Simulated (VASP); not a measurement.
# MnO (Manganosite) (Fm-3m) in VASP: further runs

The runs below take MnO (Manganosite) through single point, with PBEsol+U.

All numbers are computed with VASP 6.6.1; they aren't measurements. Logs are shortened: lines on timing, memory, paths and dates and some standing lists are left out, and cuts for length are marked.

## (1) The cell of the first run

Symmetry: Fm-3m, No. 225, cubic system. The conventional cell has a = 4.446 Å, b = 4.446 Å, c = 4.446 Å, α = 90.00°, β = 90.00°, γ = 90.00°. Mn (site symmetry m-3m) has 6 O at 2.22 Å within 2.9 Å. Within 2.9 Å of O (site symmetry m-3m) lie 6 Mn at 2.22 Å.

## (2) Single point, PBEsol+U, collinear spin, ferromagnetic start

INCAR

```
SYSTEM = MnO
PREC = Accurate
ENCUT = 600
EDIFF = 1E-6
ISMEAR = 0
SIGMA = 0.2
LREAL = .False.
LASPH = .True.
NELM = 200
ALGO = Normal
ISIF = 2
LWAVE = .False.
LCHARG = .False.
ISPIN = 2
MAGMOM = 5.2 0
LORBIT = 11
LMAXMIX = 4
LDAU = .True.
LDAUTYPE = 2
LDAUL = 2 -1
LDAUU = 4.5 0
LDAUJ = 0 0
LDAUPRINT = 1
GGA = PS
NBANDS = 20
GGA_COMPAT = .False.
```

KPOINTS

```
regular mesh
0
Gamma
  5 5 5
  0 0 0
```

POSCAR

```
MnO
1.0
    0.0000000000      2.2230000000      2.2230000000
    2.2230000000      0.0000000000      2.2230000000
    2.2230000000      2.2230000000      0.0000000000
Mn O
1 1
Direct
    0.0000000000      0.0000000000      0.0000000000
    0.5000000000      0.5000000000      0.5000000000
```

Potentials or basis: VASP PAW PBE potentials, release 64 (Mn_pv, O).

Command:

```bash
cat potpaw_PBE.64/Mn_pv/POTCAR potpaw_PBE.64/O/POTCAR > POTCAR
mpirun -np 1 vasp_std > vasp.out
```

OUTCAR:

```text
SYSTEM = MnO
   PREC = Accurate
   ENCUT = 600
   EDIFF = 1E-6
   ISMEAR = 0
   LREAL = .False.
   LASPH = .True.
   NELM = 200
   ISIF = 2
   ISPIN = 2
   LORBIT = 11
   GGA = PS

 ion  position               nearest neighbor table
   1  0.000  0.000  0.000-   2 2.22   2 2.22   2 2.22   2 2.22   2 2.22   2 2.22
   2  0.500  0.500  0.500-   1 2.22   1 2.22   1 2.22   1 2.22   1 2.22   1 2.22

  LATTYP: Found a face centered cubic cell.
 ALAT       =     4.4460000000

  Lattice vectors:

 A1 = (   0.0000000000,   2.2230000000,   2.2230000000)
 A2 = (   2.2230000000,   0.0000000000,   2.2230000000)
 A3 = (   2.2230000000,   2.2230000000,   0.0000000000)

Analysis of symmetry for initial positions (statically):
=====================================================================
 Subroutine PRICEL returns:
 Original cell was already a primitive cell.

 Routine SETGRP: Setting up the symmetry group for a
 face centered cubic supercell.

 Subroutine GETGRP returns: Found 48 space group operations
 (whereof 48 operations were pure point group operations)
 out of a pool of 48 trial point group operations.

The static configuration has the point symmetry O_h .

Analysis of symmetry for dynamics (positions and initial velocities):
=====================================================================
 Subroutine PRICEL returns:
 Original cell was already a primitive cell.

 Routine SETGRP: Setting up the symmetry group for a
 face centered cubic supercell.

 Subroutine GETGRP returns: Found 48 space group operations
 (whereof 48 operations were pure point group operations)
 out of a pool of 48 trial point group operations.

The dynamic configuration has the point symmetry O_h .

Analysis of structural, dynamic, and magnetic symmetry:
=====================================================================
 Subroutine PRICEL returns:
 Original cell was already a primitive cell.

 Routine SETGRP: Setting up the symmetry group for a
 face centered cubic supercell.

 Subroutine GETGRP returns: Found 48 space group operations
 (whereof 48 operations were pure point group operations)
 out of a pool of 48 trial point group operations.

The overall configuration has the point symmetry O_h .

 Subroutine INISYM returns: Found 48 space group operations
 (whereof 48 operations are pure point group operations),
 and found     1 'primitive' translations

----------------------------------------------------------------------------------------

                                     Primitive cell

  volume of cell :      21.9709

  direct lattice vectors                    reciprocal lattice vectors
     0.000000000  2.223000000  2.223000000    -0.224921278  0.224921278  0.224921278
     2.223000000  0.000000000  2.223000000     0.224921278 -0.224921278  0.224921278
     2.223000000  2.223000000  0.000000000     0.224921278  0.224921278 -0.224921278

  length of vectors
     3.143796749  3.143796749  3.143796749     0.389575080  0.389575080  0.389575080

  position of ions in fractional coordinates (direct lattice)
     0.000000000  0.000000000  0.000000000
     0.500000000  0.500000000  0.500000000

  ion indices of the primitive-cell ions
   primitive index   ion index
                 1           1
                 2           2

----------------------------------------------------------------------------------------

 KPOINTS: regular mesh

Automatic generation of k-mesh.
 Grid dimensions read from file:
 generate k-points for:    5    5    5

 Generating k-lattice:

  Cartesian coordinates                     Fractional coordinates (reciprocal lattice)
    -0.044984256  0.044984256  0.044984256     0.200000000  0.000000000  0.000000000
     0.044984256 -0.044984256  0.044984256     0.000000000  0.200000000  0.000000000
     0.044984256  0.044984256 -0.044984256     0.000000000  0.000000000  0.200000000

  Length of vectors
     0.077915016  0.077915016  0.077915016

  Shift w.r.t. Gamma in fractional coordinates (k-lattice)
     0.000000000  0.000000000  0.000000000

 Subroutine IBZKPT returns following result:
 ===========================================

 Found     10 irreducible k-points:

 Following reciprocal coordinates:
            Coordinates               Weight
  0.000000  0.000000  0.000000      1.000000
  0.200000  0.000000  0.000000      8.000000
  0.400000  0.000000  0.000000      8.000000
  0.200000  0.200000  0.000000      6.000000
  0.400000  0.200000  0.000000     24.000000
 -0.400000  0.200000  0.000000     24.000000
 -0.200000  0.200000  0.000000     12.000000
  0.400000  0.400000  0.000000      6.000000
 -0.400000  0.400000  0.000000     12.000000
 -0.400000  0.400000  0.200000     24.000000
   k-points           NKPTS =     10   k-points in BZ     NKDIM =     10   number of bands    NBANDS=     20
   number of dos      NEDOS =    301   number of ions     NIONS =      2
   total plane-waves  NPLWV =  21952
   dimension x,y,z NGX =    28 NGY =   28 NGZ =   28
   dimension x,y,z NGXF=    56 NGYF=   56 NGZF=   56
   ions per type =               1   1
   NGX,Y,Z   is equivalent  to a cutoff of  14.81, 14.81, 14.81 a.u.
   NGXF,Y,Z  is equivalent  to a cutoff of  29.61, 29.61, 29.61 a.u.
 SYSTEM =  MnO
   PREC   = accura    normal or accurate (medium, high low for compatibility)
   ISTART =      0    job   : 0-new  1-cont  2-samecut
   ICHARG =      2    charge: 1-file 2-atom 10-const
   ISPIN  =      2    spin polarized calculation?
   LNONCOLLINEAR =      F non collinear calculations
   LSORBIT =      F    spin-orbit coupling
   LASPH  =      T    aspherical Exc in radial PAW
   ENCUT  =  600.0 eV  44.10 Ry    6.64 a.u.   6.28  6.28  6.28*2*pi/ulx,y,z
   NELM   =    200;   NELMIN=  2; NELMDL= -5     # of ELM steps
   EDIFF  = 0.1E-05   stopping-criterion for ELM
   LREAL  =      F    real-space projection
   EDIFFG = 0.1E-04   stopping-criterion for IOM
   NSW    =      0    number of steps for IOM
   IBRION =     -1    ionic relax: 0-MD 1-quasi-New 2-CG
   NFREE  =      0    steps in history (QN), initial steepest desc. (CG)
   ISIF   =      2    stress and relaxation
   ISYM   =      2    0-nonsym 1-usesym 2-fastsym
   POTIM  = 0.5000    time-step for ionic-motion
   TEBEG  =    0.0;   TEEND  =   0.0 temperature during run
   PSTRESS=    0.0 pullay stress
   NELECT =      19.0000    total number of electrons
   NUPDOWN=      -1.0000    fix difference up-down
   EMIN   =  10.00;   EMAX   =-10.00  energy-range for DOS
   EFERMI =   0.00;   METHOD = LEGACY
   ISMEAR =     0;   SIGMA  =   0.20  broadening in eV -4-tet -1-fermi 0-gaus
   EFERMI_NEDOS =   21; number of points for ismear=-14 and -15
   IALGO  =     38    algorithm
   IMIX   =      4    mixing-type and parameters
     AMIX     =   0.40;   BMIX     =  1.00
     AMIX_MAG =   1.60;   BMIX_MAG =  1.00
  volume/ion in A,a.u.               =      10.99        74.13
  Fermi-wavevector in a.u.,A,eV,Ry     =   1.559708  2.947420 33.098734  2.432688
  Thomas-Fermi vector in A             =   2.663027
   LORBIT       =     11    0 simple, 1 ext, 2 COOP (PROOUT), +10 PAW based schemes
 LDA+U is selected, type is set to LDAUTYPE =  2
   angular momentum for each species LDAUL =     2   -1
   U (eV)           for each species LDAUU =   4.5  0.0
   J (eV)           for each species LDAUJ =   0.0  0.0
   GGA     = PS    functional components
   LHFCALC =     F    Hartree Fock is set to
   AEXX    =    0.0000 exact exchange contribution
   IVDW    =     0    specifies the selected vdW correction
   LEPSILON=     F    determine dielectric tensor
   LRPA    =     F    only Hartree local field effects (RPA)
 spin polarized calculation
 Gauss-broadening in eV      SIGMA  =   0.20
  energy-cutoff  :      600.00
  volume of cell :       21.97
 maximum number of plane-waves:       741
 NGX is ok and might be reduce to    28
   NGX = 13   NGY = 13   NGZ = 13

atom =   1  type =  1  l = 2

 onsite density matrix

spin component  1

  0.9411  0.0000  0.0000  0.0000  0.0000
  0.0000  0.9411 -0.0000 -0.0000 -0.0000
  0.0000 -0.0000  0.9780  0.0000 -0.0000
  0.0000 -0.0000  0.0000  0.9411  0.0000
  0.0000 -0.0000 -0.0000  0.0000  0.9780

spin component  2

  0.0184  0.0000 -0.0000  0.0000 -0.0000
  0.0000  0.0184 -0.0000 -0.0000  0.0000
 -0.0000 -0.0000  0.0708  0.0000  0.0000
  0.0000 -0.0000  0.0000  0.0184 -0.0000
 -0.0000  0.0000  0.0000 -0.0000  0.0708

 occupancies and eigenvectors

  o =  0.0184  v =  0.0000  0.0000  0.0000  0.0000  0.0000 -0.0008  1.0000 -0.0000  0.0099 -0.0000      0.0000  0.0000  0.0000  0.0000  0.0000  0.0000  0.0000  0.0000  0.0000  0.0000
  o =  0.0184  v =  0.0000  0.0000  0.0000  0.0000  0.0000  0.0001  0.0099  0.0000 -1.0000 -0.0000      0.0000  0.0000  0.0000  0.0000  0.0000  0.0000  0.0000  0.0000  0.0000  0.0000
  o =  0.0184  v =  0.0000  0.0000  0.0000  0.0000  0.0000  1.0000  0.0008  0.0000  0.0001  0.0000      0.0000  0.0000  0.0000  0.0000  0.0000  0.0000  0.0000  0.0000  0.0000  0.0000
  o =  0.0708  v =  0.0000  0.0000  0.0000  0.0000  0.0000  0.0000 -0.0000  0.0206  0.0000 -0.9998      0.0000  0.0000  0.0000  0.0000  0.0000  0.0000  0.0000  0.0000  0.0000  0.0000
  o =  0.0708  v =  0.0000  0.0000  0.0000  0.0000  0.0000 -0.0000  0.0000  0.9998  0.0000  0.0206      0.0000  0.0000  0.0000  0.0000  0.0000  0.0000  0.0000  0.0000  0.0000  0.0000
  o =  0.9411  v =  0.0000 -0.2528 -0.0000 -0.9675  0.0000  0.0000  0.0000  0.0000  0.0000  0.0000      0.0000  0.0000  0.0000  0.0000  0.0000  0.0000  0.0000  0.0000  0.0000  0.0000
  o =  0.9411  v =  0.0000 -0.9675 -0.0000  0.2528 -0.0000  0.0000  0.0000  0.0000  0.0000  0.0000      0.0000  0.0000  0.0000  0.0000  0.0000  0.0000  0.0000  0.0000  0.0000  0.0000
  o =  0.9411  v =  1.0000  0.0000  0.0000  0.0000  0.0000  0.0000  0.0000  0.0000  0.0000  0.0000      0.0000  0.0000  0.0000  0.0000  0.0000  0.0000  0.0000  0.0000  0.0000  0.0000
  o =  0.9780  v =  0.0000  0.0000 -0.0353 -0.0000 -0.9994  0.0000  0.0000  0.0000  0.0000  0.0000      0.0000  0.0000  0.0000  0.0000  0.0000  0.0000  0.0000  0.0000  0.0000  0.0000
  o =  0.9780  v =  0.0000 -0.0000  0.9994 -0.0000 -0.0353  0.0000  0.0000  0.0000  0.0000  0.0000      0.0000  0.0000  0.0000  0.0000  0.0000  0.0000  0.0000  0.0000  0.0000  0.0000

 number of electron      18.9999997 magnetization       4.9999747

 Free energy of the ion-electron system (eV)
  ---------------------------------------------------
  ext. energy  EPLUGINS =         0.00000000
  ---------------------------------------------------
  free energy    TOTEN  =       -16.12338345 eV

  energy without entropy =      -16.12213233  energy(sigma->0) =      -16.12275789

 E-fermi :   6.8064     XC(G=0): -12.0393

 val. band max:        6.4920135107   @ k =   0.4000   0.0000   0.0000
 cond. band min:       6.8859770990   @ k =   0.0000   0.0000   0.0000
 fundamental gap:      0.3939635884
 Fermi energy:         6.8064295175

 spin component 1

 k-point     1 :       0.0000    0.0000    0.0000
  band No.  band energies     occupation
      1     -42.8112      1.00000
      2     -42.8112      1.00000
      3     -42.8112      1.00000
      4     -12.5149      1.00000
      5       2.3432      1.00000
      6       2.3432      1.00000
[... 12 lines left out ...]
     19      26.9762      0.00000
[... 190 lines left out ...]
      3     -42.8308      1.00000
      4     -11.5066      1.00000
      5       0.1079      1.00000
      6       0.8127      1.00000
[... 12 lines left out ...]
     19      32.7949      0.00000
     20      33.4469      0.00000
 Fermi energy:         6.8064295175

 spin component 2

 k-point     1 :       0.0000    0.0000    0.0000
  band No.  band energies     occupation
      1     -37.8983      1.00000
      2     -37.8983      1.00000
      3     -37.8983      1.00000
      4     -12.1186      1.00000
      5       4.3013      1.00000
      6       4.3013      1.00000
[... 12 lines left out ...]
     19      29.4327      0.00000
[... 191 lines left out ...]
      4     -11.0602      1.00000
      5       1.3873      1.00000
      6       2.3709      1.00000
[... 12 lines left out ...]
     19      34.4526      0.00000
     20      35.0666      0.00000

------------------------ aborting loop because EDIFF is reached ----------------------------------------

  FORCE on cell =-STRESS in cart. coord.  units (eV):
  Direction    XX          YY          ZZ          XY          YZ          ZX
  --------------------------------------------------------------------------------------
  -------------------------------------------------------------------------------------
  Total        0.1920306      0.1920306      0.1920306      0.0000000      0.0000000      0.0000000
  in kB       14.0033757     14.0033757     14.0033757      0.0000000      0.0000000      0.0000000
  external PRESSURE =      14.0033757 kB  Pullay stress =       0.0000000 kB

 VOLUME and BASIS-vectors are now :
 -----------------------------------------------------------------------------
  energy-cutoff  :      600.00
  volume of cell :       21.97
      direct lattice vectors                 reciprocal lattice vectors
     0.000000000  2.223000000  2.223000000    -0.224921278  0.224921278  0.224921278
     2.223000000  0.000000000  2.223000000     0.224921278 -0.224921278  0.224921278
     2.223000000  2.223000000  0.000000000     0.224921278  0.224921278 -0.224921278

 POSITION                                       TOTAL-FORCE (eV/Angst)
 -----------------------------------------------------------------------------------
      0.00000      0.00000      0.00000         0.000000      0.000000      0.000000
      2.22300      2.22300      2.22300        -0.000000     -0.000000     -0.000000
 -----------------------------------------------------------------------------------
    total drift:                                0.000000      0.000000      0.000000

  FREE ENERGIE OF THE ION-ELECTRON SYSTEM (eV)
  ---------------------------------------------------
  free  energy   TOTEN  =       -16.1233834535 eV

  energy  without entropy=      -16.1221323264  energy(sigma->0) =      -16.12275789

 total charge

# of ion       s       p       d       tot
------------------------------------------
    1        0.212   6.188   4.956  11.356
    2        1.546   3.438   0.000   4.985
--------------------------------------------------
tot          1.758   9.627   4.956  16.341

 magnetization (x)

# of ion       s       p       d       tot
------------------------------------------
    1        0.032   0.027   4.572   4.631
    2        0.022   0.119   0.000   0.141
--------------------------------------------------
tot          0.054   0.145   4.572   4.772
```

Wall time 11 s (1 thread of AMD EPYC 7R13 (Zen 3), shared host); peak memory 0.14 GiB.

What came out:

```yaml
Free_energy: -16.1234 eV
Pressure: 1.4 GPa
Band_gap_on_the_k_mesh: 0.39 eV, indirect (least direct gap 2.58 eV)
Net_moment: 5.00 μB per cell
Site_moments: Mn +4.63; O +0.14 μB
Valence_electrons_inside_the_program's_atomic_spheres: Mn 11.36; O 4.99
```

Levels at points of the mesh, in eV from the valence-band top:
Spin up:
```tsv
k point	band 9	band 10	band 11	band 12	band 13	band 14	band 15	band 16
(0.00, 0.00, 0.00)	-3.84	-2.52	-2.52	-2.52	0.39	14.66	16.33	16.33
```
Spin down:
```csv
k point,band 3,band 4,band 5,band 6,band 7,band 8,band 9,band 10,band 11,band 12
"(0.00, 0.00, 0.00)",-44.39,-18.61,-2.19,-2.19,-2.19,1.76,3.66,3.66,3.66,4.28
```

Eigenvalues of the final occupation matrices:
| site | spin | trace | eigenvalues |
| --- | --- | --- | --- |
| site 1 d | 1 | 4.78 | 0.94 0.94 0.94 0.98 0.98 |
| site 1 d | 2 | 0.20 | 0.02 0.02 0.02 0.07 0.07 |

Caveat: the k points lie up to 0.49 Å⁻¹ apart; the PAW data sets were made with another functional, which shifts forces and pressure a little; a cell with one magnetic atom can't hold antiferromagnetic order, which such compounds often take.

## (3) Single point, PBEsol+U, collinear spin, ferromagnetic start

INCAR

```
PREC = Accurate ; ENCUT = 600
EDIFF = 1E-6 ; ISMEAR = 0
SIGMA = 0.2 ; LREAL = F
LASPH = T ; NELM = 200
ALGO = Normal ; ISIF = 2
LWAVE = F ; LCHARG = T
ISPIN = 2 ; MAGMOM = 5.2 0
LORBIT = 11 ; LMAXMIX = 4
LDAU = T ; LDAUTYPE = 2
LDAUL = 2 -1 ; LDAUU = 6 0
LDAUJ = 0 0 ; LDAUPRINT = 1
GGA = PS ; LELF = T
LVHAR = T ; NBANDS = 20
GGA_COMPAT = F
```

KPOINTS

```
Automatic mesh
0
Gamma
  5 5 5
```

POSCAR is that of step 2.

Potentials or basis: VASP PAW PBE potentials, release 64 (Mn_pv, O).

Command:

```bash
cat potpaw_PBE.64/Mn_pv/POTCAR potpaw_PBE.64/O/POTCAR > POTCAR
mpirun -np 1 vasp_std > vasp.out
```

Wall time 13 s (1 thread of AMD EPYC 7R13 (Zen 3), shared host); peak memory 0.14 GiB.

Results (log left out):

```
Free energy                                           : -15.8419 eV
Pressure                                              : 2.2 GPa
Band gap on the k mesh                                : 0.67 eV, indirect (least direct gap 2.59 eV)
Net moment                                            : 5.00 μB per cell
Site moments                                          : Mn +4.67; O +0.11 μB
Valence electrons inside the program's atomic spheres : Mn 11.36; O 4.99
```

Levels at points of the mesh, in eV from the valence-band top:
Spin up:
```csv
k point,band 10,band 11,band 12,band 13,band 14,band 15
"(0.00, 0.00, 0.00)",-2.20,-2.20,-2.20,0.67,14.93,16.32
```
Spin down:
```
           k point  band 4  band 5  band 6  band 7  band 8  band 9  band 10  band 11
(0.00, 0.00, 0.00)  -18.34   -1.92   -1.92   -1.92    2.02    4.55     4.55     4.55
```

Eigenvalues of the final occupation matrices:
| site | spin | trace | eigenvalues |
| --- | --- | --- | --- |
| site 1 d | 1 | 4.80 | 0.95 0.95 0.95 0.98 0.98 |
| site 1 d | 2 | 0.18 | 0.02 0.02 0.02 0.06 0.06 |

Caveat: the k points lie up to 0.49 Å⁻¹ apart; the PAW data sets were made with another functional, which shifts forces and pressure a little; a cell with one magnetic atom can't hold antiferromagnetic order, which such compounds often take. The state reached can hang on the start; a lower one may exist.
